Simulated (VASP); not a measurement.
# AgCl (Chlorargyrite) (I4mm) in VASP: further runs

The runs below take AgCl (Chlorargyrite) through electric field gradients, with LDA.

Everything below comes from runs of VASP 6.6.1. Logs are shortened: lines on timing, memory, paths and dates and some standing lists are left out, and cuts for length are marked.

### 1 The cell of the first run

It takes space group I4mm (No. 107, tetragonal). Conventional cell: a = 3.868 Å, b = 3.868 Å, c = 5.470 Å, α = 90.00°, β = 90.00°, γ = 90.00°. Ag (site symmetry 4mm) has 1 Cl at 1.59 Å within 2.1 Å. Cl (site symmetry 4mm) has 1 Ag at 1.59 Å within 2.1 Å.

### 2 Electric field gradients, LDA (shortest bond scaled by 0.58)

Input file INCAR:

```
ALGO     = Normal         # electronic algorithm
EDIFF    = 1E-8           # SCF threshold, eV
ENCUT    = 520            # plane-wave cutoff, eV
ISIF     = 2              # what is computed and relaxed
ISMEAR   = -1             # smearing method
LASPH    = T              # aspherical terms in the spheres
LCHARG   = F              # write CHGCAR
LEFG     = T            
LREAL    = F              # projectors in reciprocal space
LWAVE    = F              # write WAVECAR
NBANDS   = 16             # bands
NELM     = 80             # most SCF steps
PREC     = Accurate       # precision mode
SIGMA    = 0.03           # smearing width, eV
```

Input file KPOINTS:

```
k-points
0
Gamma
  7 7 7
```

Input file POSCAR:

```
AgCl
1.0
    0.0000000000      2.7350000000      2.7350000000
    2.7350000000      0.0000000000      2.7350000000
    2.7350000000      2.7350000000      0.0000000000
Ag Cl
1 1
Direct
   -0.1050000000     -0.1050000000      0.1050000000
    0.6050000000      0.6050000000      0.3950000000
```

Potentials or basis: VASP PAW LDA potentials, release 64 (Ag, Cl).

Started as:

```sh
cat potpaw_LDA.64/Ag/POTCAR potpaw_LDA.64/Cl/POTCAR > POTCAR
mpirun -np 1 vasp_std > vasp.out
```

OUTCAR:

```text
EDIFF = 1E-8
   ENCUT = 520
   ISIF = 2
   ISMEAR = -1
   LASPH = T
   LREAL = F
   NELM = 80
   PREC = Accurate

 ion  position               nearest neighbor table
   1  0.895  0.895  0.105-   2 1.59   2 2.97   2 2.97   2 2.97   2 2.97
   2  0.605  0.605  0.395-   1 1.59   1 2.97   1 2.97   1 2.97   1 2.97

  LATTYP: Found a face centered cubic cell.
 ALAT       =     5.4700000000

  Lattice vectors:

 A1 = (   0.0000000000,   2.7350000000,   2.7350000000)
 A2 = (   2.7350000000,   0.0000000000,   2.7350000000)
 A3 = (   2.7350000000,   2.7350000000,   0.0000000000)

Analysis of symmetry for initial positions (statically):
=====================================================================
 Subroutine PRICEL returns:
 Original cell was already a primitive cell.

 Routine SETGRP: Setting up the symmetry group for a
 face centered cubic supercell.

 Subroutine GETGRP returns: Found  8 space group operations
 (whereof  8 operations were pure point group operations)
 out of a pool of 48 trial point group operations.

The static configuration has the point symmetry C_4v.

Analysis of symmetry for dynamics (positions and initial velocities):
=====================================================================
 Subroutine PRICEL returns:
 Original cell was already a primitive cell.

 Routine SETGRP: Setting up the symmetry group for a
 face centered cubic supercell.

 Subroutine GETGRP returns: Found  8 space group operations
 (whereof  8 operations were pure point group operations)
 out of a pool of 48 trial point group operations.

The dynamic configuration has the point symmetry C_4v.

 Subroutine INISYM returns: Found  8 space group operations
 (whereof  8 operations are pure point group operations),
 and found     1 'primitive' translations

----------------------------------------------------------------------------------------

                                     Primitive cell

  volume of cell :      40.9168

  direct lattice vectors                    reciprocal lattice vectors
     0.000000000  2.735000000  2.735000000    -0.182815356  0.182815356  0.182815356
     2.735000000  0.000000000  2.735000000     0.182815356 -0.182815356  0.182815356
     2.735000000  2.735000000  0.000000000     0.182815356  0.182815356 -0.182815356

  length of vectors
     3.867874093  3.867874093  3.867874093     0.316645486  0.316645486  0.316645486

  position of ions in fractional coordinates (direct lattice)
     0.895000000  0.895000000  0.105000000
     0.605000000  0.605000000  0.395000000

  ion indices of the primitive-cell ions
   primitive index   ion index
                 1           1
                 2           2

----------------------------------------------------------------------------------------

 KPOINTS: k-points

Automatic generation of k-mesh.
 Grid dimensions read from file:
 generate k-points for:    7    7    7

 Generating k-lattice:

  Cartesian coordinates                     Fractional coordinates (reciprocal lattice)
    -0.026116479  0.026116479  0.026116479     0.142857143  0.000000000  0.000000000
     0.026116479 -0.026116479  0.026116479     0.000000000  0.142857143  0.000000000
     0.026116479  0.026116479 -0.026116479     0.000000000  0.000000000  0.142857143

  Length of vectors
     0.045235069  0.045235069  0.045235069

  Shift w.r.t. Gamma in fractional coordinates (k-lattice)
     0.000000000  0.000000000  0.000000000

 Subroutine IBZKPT returns following result:
 ===========================================

 Found     40 irreducible k-points:

 Following reciprocal coordinates:
            Coordinates               Weight
  0.000000  0.000000  0.000000      1.000000
  0.142857  0.000000  0.000000      8.000000
  0.285714  0.000000  0.000000      8.000000
  0.428571  0.000000  0.000000      8.000000
  0.142857  0.142857  0.000000      2.000000
  0.000000  0.142857  0.142857      4.000000
[... 16 lines left out ...]
 -0.285714  0.285714  0.000000      4.000000
  0.000000 -0.285714  0.285714      8.000000
 [... further k-points ...]
   k-points           NKPTS =     40   k-points in BZ     NKDIM =     40   number of bands    NBANDS=     16
   number of dos      NEDOS =    301   number of ions     NIONS =      2
   total plane-waves  NPLWV =  27000
   dimension x,y,z NGX =    30 NGY =   30 NGZ =   30
   dimension x,y,z NGXF=    60 NGYF=   60 NGZF=   60
   ions per type =               1   1
   NGX,Y,Z   is equivalent  to a cutoff of  12.89, 12.89, 12.89 a.u.
   NGXF,Y,Z  is equivalent  to a cutoff of  25.79, 25.79, 25.79 a.u.
 SYSTEM =  unknown system
   PREC   = accura    normal or accurate (medium, high low for compatibility)
   ISTART =      0    job   : 0-new  1-cont  2-samecut
   ICHARG =      2    charge: 1-file 2-atom 10-const
   ISPIN  =      1    spin polarized calculation?
   LNONCOLLINEAR =      F non collinear calculations
   LSORBIT =      F    spin-orbit coupling
   LASPH  =      T    aspherical Exc in radial PAW
   ENCUT  =  520.0 eV  38.22 Ry    6.18 a.u.   7.19  7.19  7.19*2*pi/ulx,y,z
   NELM   =     80;   NELMIN=  2; NELMDL= -5     # of ELM steps
   EDIFF  = 0.1E-07   stopping-criterion for ELM
   LREAL  =      F    real-space projection
   EDIFFG = 0.1E-06   stopping-criterion for IOM
   NSW    =      0    number of steps for IOM
   IBRION =     -1    ionic relax: 0-MD 1-quasi-New 2-CG
   NFREE  =      0    steps in history (QN), initial steepest desc. (CG)
   ISIF   =      2    stress and relaxation
   ISYM   =      2    0-nonsym 1-usesym 2-fastsym
   POTIM  = 0.5000    time-step for ionic-motion
   TEBEG  =    0.0;   TEEND  =   0.0 temperature during run
   PSTRESS=    0.0 pullay stress
   NELECT =      18.0000    total number of electrons
   NUPDOWN=      -1.0000    fix difference up-down
   EMIN   =  10.00;   EMAX   =-10.00  energy-range for DOS
   EFERMI =   0.00;   METHOD = LEGACY
   ISMEAR =    -1;   SIGMA  =   0.03  broadening in eV -4-tet -1-fermi 0-gaus
   EFERMI_NEDOS =   21; number of points for ismear=-14 and -15
   IALGO  =     38    algorithm
   IMIX   =      4    mixing-type and parameters
     AMIX     =   0.40;   BMIX     =  1.00
     AMIX_MAG =   1.60;   BMIX_MAG =  1.00
  volume/ion in A,a.u.               =      20.46       138.06
  Fermi-wavevector in a.u.,A,eV,Ry     =   1.245083  2.352866 21.092186  1.550232
  Thomas-Fermi vector in A             =   2.379321
   LORBIT       =      0    0 simple, 1 ext, 2 COOP (PROOUT), +10 PAW based schemes
   GGA     = CA    functional components
   LHFCALC =     F    Hartree Fock is set to
   AEXX    =    0.0000 exact exchange contribution
   IVDW    =     0    specifies the selected vdW correction
   LEPSILON=     F    determine dielectric tensor
   LRPA    =     F    only Hartree local field effects (RPA)
 non-spin polarized calculation
  energy-cutoff  :      520.00
  volume of cell :       40.92
 maximum number of plane-waves:      1117
 NGX is ok and might be reduce to    30
   NGX = 15   NGY = 15   NGZ = 15

 number of electron      17.9999998 magnetization

 Free energy of the ion-electron system (eV)
  ---------------------------------------------------
  ext. energy  EPLUGINS =         0.00000000
  ---------------------------------------------------
  free energy    TOTEN  =         2.48094910 eV

  energy without entropy =        2.48094910  energy(sigma->0) =        2.48094910

 E-fermi :   5.6411     XC(G=0): -10.4143

 val. band max:        4.9383426834   @ k =   0.0000   0.1429   0.1429
 cond. band min:       6.7682688419   @ k =   0.0000   0.0000   0.0000
 fundamental gap:      1.8299261585
 Fermi energy:         5.6410582916

 k-point     1 :       0.0000    0.0000    0.0000
  band No.  band energies     occupation
      1     -12.7626      2.00000
      2      -4.0493      2.00000
      3      -3.6251      2.00000
      4      -3.6251      2.00000
      5       0.2079      2.00000
      6       0.2368      2.00000
[... 8 lines left out ...]
     15      17.5663      0.00000
     16      18.1582      0.00000

 k-point     2 :       0.1429    0.0000    0.0000
  band No.  band energies     occupation
      1     -12.7105      2.00000
      2      -4.0022      2.00000
      3      -3.6282      2.00000
      4      -3.5694      2.00000
      5       0.2135      2.00000
      6       0.2156      2.00000
[... 8 lines left out ...]
     15      16.7715      0.00000
     16      17.9786      0.00000
[... 387 lines left out ...]
      5       0.0559      2.00000
      6       0.1133      2.00000
[... 8 lines left out ...]
     15      17.5367      0.00000
     16      19.7285      0.00000

 k-point    24 :       0.0000   -0.2857    0.2857
  band No.  band energies     occupation
      1     -12.4537      2.00000
      2      -3.7381      2.00000
      3      -3.4504      2.00000
      4      -3.4498      2.00000
      5       0.2795      2.00000
      6       0.2872      2.00000
[... 8 lines left out ...]
     15      18.1619      0.00000
     16      20.0054      0.00000

 [... further k-points ...]
[... 5 lines left out ...]
  --------------------------------------------------------------------------------------
  -------------------------------------------------------------------------------------
  Total       -0.3595854     -0.3595854     67.6220438      0.0000000      0.0000000      0.0000000
  in kB      -14.0802583    -14.0802583   2647.8713921      0.0000000      0.0000000      0.0000000
  external PRESSURE =     873.2369585 kB  Pullay stress =       0.0000000 kB

 VOLUME and BASIS-vectors are now :
 -----------------------------------------------------------------------------
  energy-cutoff  :      520.00
  volume of cell :       40.92
      direct lattice vectors                 reciprocal lattice vectors
     0.000000000  2.735000000  2.735000000    -0.182815356  0.182815356  0.182815356
     2.735000000  0.000000000  2.735000000     0.182815356 -0.182815356  0.182815356
     2.735000000  2.735000000  0.000000000     0.182815356  0.182815356 -0.182815356

 POSITION                                       TOTAL-FORCE (eV/Angst)
 -----------------------------------------------------------------------------------
      2.73500      2.73500      4.89565         0.000000      0.000000     42.312611
      2.73500      2.73500      3.30935         0.000000      0.000000    -42.312611
 -----------------------------------------------------------------------------------
    total drift:                               -0.000000     -0.000000      0.000189

  FREE ENERGIE OF THE ION-ELECTRON SYSTEM (eV)
  ---------------------------------------------------
  free  energy   TOTEN  =         2.4809490970 eV

  energy  without entropy=        2.4809490970  energy(sigma->0) =        2.48094910

 Electric field gradients (V/A^2)
---------------------------------------------------------------------
 ion       V_xx      V_yy      V_zz      V_xy      V_xz      V_yz
---------------------------------------------------------------------
   1     241.268   241.268  -482.536    -0.000    -0.000    -0.000
   2      10.724    10.724   -21.448     0.000     0.001     0.001
---------------------------------------------------------------------

 Electric field gradients after diagonalization (V/A^2)
 (convention: |V_zz| > |V_xx| > |V_yy|)
----------------------------------------------------------------------
 ion       V_xx      V_yy      V_zz     asymmetry (V_yy - V_xx)/ V_zz
----------------------------------------------------------------------
   1     241.268   241.268  -482.536       0.000
   2      10.725    10.724   -21.448       0.000
----------------------------------------------------------------------

           NMR quadrupolar parameters

 Cq : quadrupolar parameter    Cq=e*Q*V_zz/h
 eta: asymmetry parameters     (V_yy - V_xx)/ V_zz
 Q  : nuclear electric quadrupole moment in mb (millibarn)
----------------------------------------------------------------------
 ion       Cq(MHz)       eta       Q (mb)
----------------------------------------------------------------------
   1      -1.167       0.000       1.000
   2      -0.052       0.000       1.000
----------------------------------------------------------------------
```

It took 53 s on 1 thread of AMD EPYC 7R13, shared host; peak memory 0.13 GiB.

Results:

```yaml
Free_energy: 2.4809 eV
Pressure: 87.3 GPa
Largest_force: 42.313 eV/Å
Band_gap_on_the_k_mesh: 1.83 eV, indirect (least direct gap 2.15 eV)
```

Forces in eV/Å, atoms in the order of the input:
```
Ag    0.000   0.000  42.313
Cl    0.000   0.000 -42.313
```

Stress tensor (GPa, compression positive):
```
 -1.41   0.00   0.00
  0.00  -1.41   0.00
  0.00   0.00 264.79
```

Levels at points of the mesh, in eV from the valence-band top:
```csv
k point,band 6,band 7,band 8,band 9,band 10,band 11,band 12,band 13
"(0.00, 0.00, 0.00)",-4.70,-0.91,-0.40,-0.40,1.83,8.01,8.01,8.08
```

Electric field gradients, principal values (V/Å²):
```
atom    least   middle  greatest (by size)
1 Ag  241.268  241.268            -482.536
2 Cl   10.724   10.725             -21.448
```

Caveat: the cell differs from its parent crystal (shortest bond scaled by 0.58); without QUAD_EFG the Cq values of the log hold for a quadrupole moment of 1 mb, not for the nuclei; forces of over 1 eV/Å act on the atoms, so gaps and moduli don't describe the material at rest.

### 3 Electric field gradients, LDA (shortest bond scaled by 1.1)

Input file INCAR:

```
PREC = Accurate
ENCUT = 520
EDIFF = 1E-8
ISMEAR = -1
SIGMA = 0.03
LREAL = F
LASPH = T
NELM = 100
ALGO = Normal
ISIF = 2
LWAVE = F
LCHARG = F
GGA = CA
LEFG = T
NBANDS = 16
```

Input file KPOINTS:

```
Automatic mesh
0
Gamma
  7 7 7
```

Input file POSCAR:

```
AgCl
1.0
    0.0000000000      2.7350000000      2.7350000000
    2.7350000000      0.0000000000      2.7350000000
    2.7350000000      2.7350000000      0.0000000000
Ag Cl
1 1
Direct
    0.0250000000      0.0250000000     -0.0250000000
    0.4750000000      0.4750000000      0.5250000000
```

Potentials or basis: VASP PAW LDA potentials, release 64 (Ag, Cl).

Started as:

```sh
cat potpaw_LDA.64/Ag/POTCAR potpaw_LDA.64/Cl/POTCAR > POTCAR
mpirun -np 1 vasp_std > vasp.out
```

OUTCAR:

```text
PREC = Accurate
   ENCUT = 520
   EDIFF = 1E-8
   ISMEAR = -1
   LREAL = F
   LASPH = T
   NELM = 100
   ISIF = 2
   GGA = CA

 ion  position               nearest neighbor table
   1  0.025  0.025  0.975-   2 2.46   2 2.75   2 2.75   2 2.75   2 2.75   2 3.01
   2  0.475  0.475  0.525-   1 2.46   1 2.75   1 2.75   1 2.75   1 2.75   1 3.01

  LATTYP: Found a face centered cubic cell.
 ALAT       =     5.4700000000

  Lattice vectors:

 A1 = (   0.0000000000,   2.7350000000,   2.7350000000)
 A2 = (   2.7350000000,   0.0000000000,   2.7350000000)
[... 668 lines left out ...]
  ---------------------------------------------------
  free  energy   TOTEN  =        -6.7119452208 eV

  energy  without entropy=       -6.7119451793  energy(sigma->0) =       -6.71194520

 Electric field gradients (V/A^2)
---------------------------------------------------------------------
 ion       V_xx      V_yy      V_zz      V_xy      V_xz      V_yz
---------------------------------------------------------------------
   1      16.293    16.293   -32.586     0.001     0.001     0.001
   2      -3.763    -3.763     7.525     0.000     0.000     0.000
---------------------------------------------------------------------

 Electric field gradients after diagonalization (V/A^2)
 (convention: |V_zz| > |V_xx| > |V_yy|)
----------------------------------------------------------------------
 ion       V_xx      V_yy      V_zz     asymmetry (V_yy - V_xx)/ V_zz
----------------------------------------------------------------------
   1      16.293    16.292   -32.586       0.000
   2      -3.763    -3.762     7.525       0.000
----------------------------------------------------------------------

           NMR quadrupolar parameters

 Cq : quadrupolar parameter    Cq=e*Q*V_zz/h
 eta: asymmetry parameters     (V_yy - V_xx)/ V_zz
 Q  : nuclear electric quadrupole moment in mb (millibarn)
----------------------------------------------------------------------
 ion       Cq(MHz)       eta       Q (mb)
----------------------------------------------------------------------
   1      -0.079       0.000       1.000
   2       0.018       0.000       1.000
----------------------------------------------------------------------
```

It took 50 s on 1 thread of Intel Xeon 8259CL, shared host; peak memory 0.16 GiB.

What came out:

```yaml
Free_energy: -6.7119 eV
Pressure: -2.2 GPa
Largest_force: 0.476 eV/Å
Band_gap_on_the_k_mesh: 0.80 eV, indirect (least direct gap 2.15 eV)
```

Forces in eV/Å, atoms in the order of the input:
```
Ag   0.000  0.000 -0.476
Cl   0.000  0.000  0.476
```

Stress tensor (GPa, compression positive):
```
-3.69  0.00  0.00
 0.00 -3.69  0.00
 0.00  0.00  0.66
```

Electric field gradients, principal values (V/Å²):
```csv
atom,least,middle,greatest (by size)
1 Ag,16.292,16.293,-32.586
2 Cl,-3.762,-3.763,7.525
```

Caveat: the cell differs from its parent crystal (shortest bond scaled by 1.1); without QUAD_EFG the Cq values of the log hold for a quadrupole moment of 1 mb, not for the nuclei.
